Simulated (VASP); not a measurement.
# Ir (Fm-3m) in VASP: a series of runs

The runs below take Ir through electric field gradients, with PBE.

All numbers are computed with VASP 6.6.1; they aren't measurements. Logs are shortened: lines on timing, memory, paths and dates and some standing lists are left out, and cuts for length are marked.

### 1 The cell of the first run

The structure is cubic, space group Fm-3m (No. 225). Conventional cell: a = 3.852 Å, b = 3.852 Å, c = 3.852 Å, α = 90.00°, β = 90.00°, γ = 90.00°. Within 3.6 Å of Ir (site symmetry m-3m) lie 12 Ir at 2.72 Å.

### 2 Electric field gradients, PBE (volume scaled by 1.01)

The input, INCAR:

```
SYSTEM = Ir
ALGO = Normal ; EDIFF = 1E-8
ENCUT = 520 ; GGA = PE
ISIF = 2 ; ISMEAR = -1
LASPH = .TRUE. ; LCHARG = .FALSE.
LEFG = .TRUE. ; LREAL = .FALSE.
LWAVE = .FALSE. ; NBANDS = 10
NELM = 60 ; PREC = Accurate
SIGMA = 0.05
```

The input, KPOINTS:

```
k-points
0
G
  15 15 15
  0 0 0
```

The input, POSCAR:

```
Ir
1.0
    0.0000000000      1.9260777877      1.9260777877
    1.9260777877      0.0000000000      1.9260777877
    1.9260777877      1.9260777877      0.0000000000
Ir
1
Direct
    0.0000000000      0.0000000000      0.0000000000
```

Potentials or basis: VASP PAW PBE potentials, release 64 (Ir).

On the command line:

```
> cat potpaw_PBE.64/Ir/POTCAR > POTCAR
> mpirun -np 1 vasp_std > vasp.out
```

OUTCAR:

```text
SYSTEM = Ir
   EDIFF = 1E-8
   ENCUT = 520
   GGA = PE
   ISIF = 2
   ISMEAR = -1
   LASPH = .TRUE.
   LREAL = .FALSE.
   NELM = 60
   PREC = Accurate

 ion  position               nearest neighbor table
   1  0.000  0.000  0.000-

  LATTYP: Found a face centered cubic cell.
 ALAT       =     3.8521555754

  Lattice vectors:

 A1 = (   0.0000000000,   1.9260777877,   1.9260777877)
 A2 = (   1.9260777877,   0.0000000000,   1.9260777877)
 A3 = (   1.9260777877,   1.9260777877,   0.0000000000)

Analysis of symmetry for initial positions (statically):
=====================================================================
 Subroutine PRICEL returns:
 Original cell was already a primitive cell.

 Routine SETGRP: Setting up the symmetry group for a
 face centered cubic supercell.

 Subroutine GETGRP returns: Found 48 space group operations
 (whereof 48 operations were pure point group operations)
 out of a pool of 48 trial point group operations.

The static configuration has the point symmetry O_h .

Analysis of symmetry for dynamics (positions and initial velocities):
=====================================================================
 Subroutine PRICEL returns:
 Original cell was already a primitive cell.

 Routine SETGRP: Setting up the symmetry group for a
 face centered cubic supercell.

 Subroutine GETGRP returns: Found 48 space group operations
 (whereof 48 operations were pure point group operations)
 out of a pool of 48 trial point group operations.

The dynamic configuration has the point symmetry O_h .

 Subroutine INISYM returns: Found 48 space group operations
 (whereof 48 operations are pure point group operations),
 and found     1 'primitive' translations

----------------------------------------------------------------------------------------

                                     Primitive cell

  volume of cell :      14.2906

  direct lattice vectors                    reciprocal lattice vectors
     0.000000000  1.926077788  1.926077788    -0.259594915  0.259594915  0.259594915
     1.926077788  0.000000000  1.926077788     0.259594915 -0.259594915  0.259594915
     1.926077788  1.926077788  0.000000000     0.259594915  0.259594915 -0.259594915

  length of vectors
     2.723885330  2.723885330  2.723885330     0.449631583  0.449631583  0.449631583

  position of ions in fractional coordinates (direct lattice)
     0.000000000  0.000000000  0.000000000

  ion indices of the primitive-cell ions
   primitive index   ion index
                 1           1

----------------------------------------------------------------------------------------

 KPOINTS: k-points

Automatic generation of k-mesh.
 Grid dimensions read from file:
 generate k-points for:   15   15   15

 Generating k-lattice:

  Cartesian coordinates                     Fractional coordinates (reciprocal lattice)
    -0.017306328  0.017306328  0.017306328     0.066666667  0.000000000  0.000000000
     0.017306328 -0.017306328  0.017306328     0.000000000  0.066666667  0.000000000
     0.017306328  0.017306328 -0.017306328     0.000000000  0.000000000  0.066666667

  Length of vectors
     0.029975439  0.029975439  0.029975439

  Shift w.r.t. Gamma in fractional coordinates (k-lattice)
     0.000000000  0.000000000  0.000000000

 Subroutine IBZKPT returns following result:
 ===========================================

 Found    120 irreducible k-points:

 Following reciprocal coordinates:
            Coordinates               Weight
  0.000000  0.000000  0.000000      1.000000
  0.066667  0.000000  0.000000      8.000000
  0.133333  0.000000  0.000000      8.000000
  0.200000  0.000000  0.000000      8.000000
  0.266667  0.000000  0.000000      8.000000
  0.333333  0.000000  0.000000      8.000000
[... 16 lines left out ...]
  0.133333  0.133333  0.000000      6.000000
  0.200000  0.133333  0.000000     24.000000
 [... further k-points ...]
   k-points           NKPTS =    120   k-points in BZ     NKDIM =    120   number of bands    NBANDS=     10
   number of dos      NEDOS =    301   number of ions     NIONS =      1
   total plane-waves  NPLWV =   8000
   dimension x,y,z NGX =    20 NGY =   20 NGZ =   20
   dimension x,y,z NGXF=    40 NGYF=   40 NGZF=   40
   ions per type =               1
   NGX,Y,Z   is equivalent  to a cutoff of  12.21, 12.21, 12.21 a.u.
   NGXF,Y,Z  is equivalent  to a cutoff of  24.41, 24.41, 24.41 a.u.
 SYSTEM =  Ir
   PREC   = accura    normal or accurate (medium, high low for compatibility)
   ISTART =      0    job   : 0-new  1-cont  2-samecut
   ICHARG =      2    charge: 1-file 2-atom 10-const
   ISPIN  =      1    spin polarized calculation?
   LNONCOLLINEAR =      F non collinear calculations
   LSORBIT =      F    spin-orbit coupling
   LASPH  =      T    aspherical Exc in radial PAW
   ENCUT  =  520.0 eV  38.22 Ry    6.18 a.u.   5.06  5.06  5.06*2*pi/ulx,y,z
   NELM   =     60;   NELMIN=  2; NELMDL= -5     # of ELM steps
   EDIFF  = 0.1E-07   stopping-criterion for ELM
   LREAL  =      F    real-space projection
   EDIFFG = 0.1E-06   stopping-criterion for IOM
   NSW    =      0    number of steps for IOM
   IBRION =     -1    ionic relax: 0-MD 1-quasi-New 2-CG
   NFREE  =      0    steps in history (QN), initial steepest desc. (CG)
   ISIF   =      2    stress and relaxation
   ISYM   =      2    0-nonsym 1-usesym 2-fastsym
   POTIM  = 0.5000    time-step for ionic-motion
   TEBEG  =    0.0;   TEEND  =   0.0 temperature during run
   PSTRESS=    0.0 pullay stress
   NELECT =       9.0000    total number of electrons
   NUPDOWN=      -1.0000    fix difference up-down
   EMIN   =  10.00;   EMAX   =-10.00  energy-range for DOS
   EFERMI =   0.00;   METHOD = LEGACY
   ISMEAR =    -1;   SIGMA  =   0.05  broadening in eV -4-tet -1-fermi 0-gaus
   EFERMI_NEDOS =   21; number of points for ismear=-14 and -15
   IALGO  =     38    algorithm
   IMIX   =      4    mixing-type and parameters
     AMIX     =   0.40;   BMIX     =  1.00
     AMIX_MAG =   1.60;   BMIX_MAG =  1.00
  volume/ion in A,a.u.               =      14.29        96.44
  Fermi-wavevector in a.u.,A,eV,Ry     =   1.403261  2.651779 26.791803  1.969142
  Thomas-Fermi vector in A             =   2.525941
   LORBIT       =      0    0 simple, 1 ext, 2 COOP (PROOUT), +10 PAW based schemes
   GGA     = PE    functional components
   LHFCALC =     F    Hartree Fock is set to
   AEXX    =    0.0000 exact exchange contribution
   IVDW    =     0    specifies the selected vdW correction
   LEPSILON=     F    determine dielectric tensor
   LRPA    =     F    only Hartree local field effects (RPA)
 non-spin polarized calculation
  energy-cutoff  :      520.00
  volume of cell :       14.29
 maximum number of plane-waves:       392
   NGX = 11   NGY = 11   NGZ = 11

 number of electron       9.0000000 magnetization

 Free energy of the ion-electron system (eV)
  ---------------------------------------------------
  ext. energy  EPLUGINS =         0.00000000
  ---------------------------------------------------
  free energy    TOTEN  =        -8.85539409 eV

  energy without entropy =       -8.84728016  energy(sigma->0) =       -8.85133712

 E-fermi :  10.2785     XC(G=0): -13.9285

 val. band max:       10.2544114347   @ k =  -0.4000   0.4667   0.0667
 cond. band min:      10.2866763934   @ k =  -0.3333   0.2667   0.0667
 fundamental gap:      0.0322649587
 Fermi energy:        10.2784667881

 k-point     1 :       0.0000    0.0000    0.0000
  band No.  band energies     occupation
      1      -0.7790      2.00000
      2       6.4038      2.00000
      3       6.4038      2.00000
      4       6.4038      2.00000
      5       9.0495      2.00000
      6       9.0495      2.00000
      7      24.5771      0.00000
      8      30.1037      0.00000
      9      30.1037      0.00000
     10      30.1037      0.00000

 k-point     2 :       0.0667    0.0000    0.0000
  band No.  band energies     occupation
      1      -0.5838      2.00000
      2       6.3009      2.00000
      3       6.4879      2.00000
      4       6.4879      2.00000
      5       8.9962      2.00000
      6       8.9962      2.00000
      7      24.9123      0.00000
      8      29.0955      0.00000
      9      30.4236      0.00000
     10      30.4236      0.00000
[... 274 lines left out ...]
 k-point    24 :       0.2000    0.1333    0.0000
  band No.  band energies     occupation
      1       0.8551      2.00000
      2       5.3707      2.00000
      3       7.1749      2.00000
      4       7.2712      2.00000
      5       8.0532      2.00000
      6       9.5091      2.00000
      7      27.2355      0.00000
      8      27.2811      0.00000
      9      30.3352      0.00000
     10      30.8683      0.00000

 [... further k-points ...]

------------------------ aborting loop because EDIFF is reached ----------------------------------------

  FORCE on cell =-STRESS in cart. coord.  units (eV):
  Direction    XX          YY          ZZ          XY          YZ          ZX
  --------------------------------------------------------------------------------------
  -------------------------------------------------------------------------------------
  Total        0.5046669      0.5046669      0.5046669      0.0000000      0.0000000      0.0000000
  in kB       56.5801297     56.5801297     56.5801297      0.0000000      0.0000000      0.0000000
  external PRESSURE =      56.5801297 kB  Pullay stress =       0.0000000 kB

 VOLUME and BASIS-vectors are now :
 -----------------------------------------------------------------------------
  energy-cutoff  :      520.00
  volume of cell :       14.29
      direct lattice vectors                 reciprocal lattice vectors
     0.000000000  1.926077788  1.926077788    -0.259594915  0.259594915  0.259594915
     1.926077788  0.000000000  1.926077788     0.259594915 -0.259594915  0.259594915
     1.926077788  1.926077788  0.000000000     0.259594915  0.259594915 -0.259594915

 POSITION                                       TOTAL-FORCE (eV/Angst)
 -----------------------------------------------------------------------------------
      0.00000      0.00000      0.00000        -0.000000      0.000000     -0.000000
 -----------------------------------------------------------------------------------
    total drift:                               -0.000000     -0.000000     -0.000000

  FREE ENERGIE OF THE ION-ELECTRON SYSTEM (eV)
  ---------------------------------------------------
  free  energy   TOTEN  =        -8.8553940911 eV

  energy  without entropy=       -8.8472801586  energy(sigma->0) =       -8.85133712

 Electric field gradients (V/A^2)
---------------------------------------------------------------------
 ion       V_xx      V_yy      V_zz      V_xy      V_xz      V_yz
---------------------------------------------------------------------
   1       0.000     0.000     0.000     0.000     0.000     0.000
---------------------------------------------------------------------

 Electric field gradients after diagonalization (V/A^2)
 (convention: |V_zz| > |V_xx| > |V_yy|)
----------------------------------------------------------------------
 ion       V_xx      V_yy      V_zz     asymmetry (V_yy - V_xx)/ V_zz
----------------------------------------------------------------------
   1      -0.000    -0.000     0.000       0.000
----------------------------------------------------------------------

           NMR quadrupolar parameters

 Cq : quadrupolar parameter    Cq=e*Q*V_zz/h
 eta: asymmetry parameters     (V_yy - V_xx)/ V_zz
 Q  : nuclear electric quadrupole moment in mb (millibarn)
----------------------------------------------------------------------
 ion       Cq(MHz)       eta       Q (mb)
----------------------------------------------------------------------
   1       0.000       0.000       1.000
----------------------------------------------------------------------
```

It took 13 s on 1 thread of AMD EPYC 7R13 (Zen 3), shared host; peak memory 0.11 GiB.

Results:

| Property | Result |
| --- | --- |
| Free energy | -8.8554 eV |
| Pressure | 5.7 GPa |

Caveat: without QUAD_EFG the Cq values of the log hold for a quadrupole moment of 1 mb, not for the nuclei; spin-orbit coupling is left out, which moves the levels of the heavy elements.

(Continued in part 2 of 2.)
